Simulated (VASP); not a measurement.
Ru: single point with r2SCAN

Ru:

```
Ru
1.0
     2.68764    0.00000    0.00000
    -1.34382    2.32756    0.00000
     0.00000    0.00000    4.25316
Ru
2
Cartesian
  0.0000 1.5517 1.0633
  1.3438 0.7759 3.1899
```

* Program: VASP 6.6.1
* Task: single point
* Functional: r2SCAN
* Potentials or basis: VASP PAW PBE potentials, release 64 (Ru_sv)
* Cutoff: 660 eV
* k mesh: 12 × 12 × 7
* Occupations: fermi-dirac, width 0.1 eV
* Spin: no spin polarisation

The pressure is 5.1 GPa and the band gap on the k mesh is zero (bands 16 and 17 overlap by 3.20 eV).

Stress tensor (GPa, compression positive):
```
5.20 0.00 0.00
0.00 5.20 0.00
0.00 0.00 4.96
```

Levels at points of the mesh, in eV from the Fermi level:
```
           k point  band 13  band 14  band 15  band 16  band 17  band 18  band 19  band 20
(0.00, 0.00, 0.00)    -2.62    -2.08    -2.08    -1.53    -1.53     1.25     1.25     1.35
(0.50, 0.00, 0.00)    -2.26    -1.93    -1.64     1.51     1.95     2.03     4.33     6.54
```

Run time: 2.2 min on 1 thread of Intel(R) Xeon(R) Platinum 8259CL CPU @ 2.50GHz (Skylake/Cascade Lake), with other jobs on the host, peak memory 0.19 GiB.

Caveat: the cell stands under pressure; the PAW data sets were made with another functional, which shifts forces and pressure a little.
